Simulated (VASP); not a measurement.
Here is a VASP 6.6.1 calculation.

Contents of INCAR:

```
PREC     = Accurate       # precision mode
ENCUT    = 520            # plane-wave cutoff, eV
EDIFF    = 1E-7           # SCF threshold, eV
ISMEAR   = 0              # smearing method
SIGMA    = 0.1            # smearing width, eV
LREAL    = F              # projectors in reciprocal space
LASPH    = T              # aspherical terms in the spheres
NELM     = 80             # most SCF steps
ALGO     = Fast           # electronic algorithm
ISIF     = 2              # what is computed and relaxed
LWAVE    = F              # write WAVECAR
LCHARG   = T              # write CHGCAR
GGA      = PE             # functional
LELF     = T              # ELF
LVHAR    = T            
NBANDS   = 19             # bands
```

The input KPOINTS:

```
regular mesh
0
Gamma
  6 6 2
```

POSCAR

```
Na2Pd
1.0
    3.1308390000      0.0000000000      0.0000000000
   -1.5654195000      2.7113861000      0.0000000000
    0.0000000000      0.0000000000      7.9654484000
Na Pd
2 1
Direct
    0.3333333000      0.6666667000      0.2863860000
    0.6666667000      0.3333333000      0.7136140000
    0.0000000000      0.0000000000      0.0000000000
```

Potentials or basis: VASP PAW PBE potentials, release 64 (Na_pv, Pd).

The run is started by

```sh
$ cat potpaw_PBE.64/Na_pv/POTCAR potpaw_PBE.64/Pd/POTCAR > POTCAR
$ mpirun -np 1 vasp_std > vasp.out
```

Task: What does it give for the largest force?

Result: 0.055 eV/Å.

Task: Predict the pressure.

Result: 0.0 GPa.

Task: Estimate the band gap on the k mesh.

Result: Zero (band 12 reaches 5.77 eV, above the bottom of band 13 at 1.86 eV).

Forces on the atoms (eV/Å):
```
Na   0.000  0.000 -0.055
Na   0.000  0.000  0.055
Pd   0.000  0.000  0.000
```

Caveat: the k points lie up to 0.39 Å⁻¹ apart.
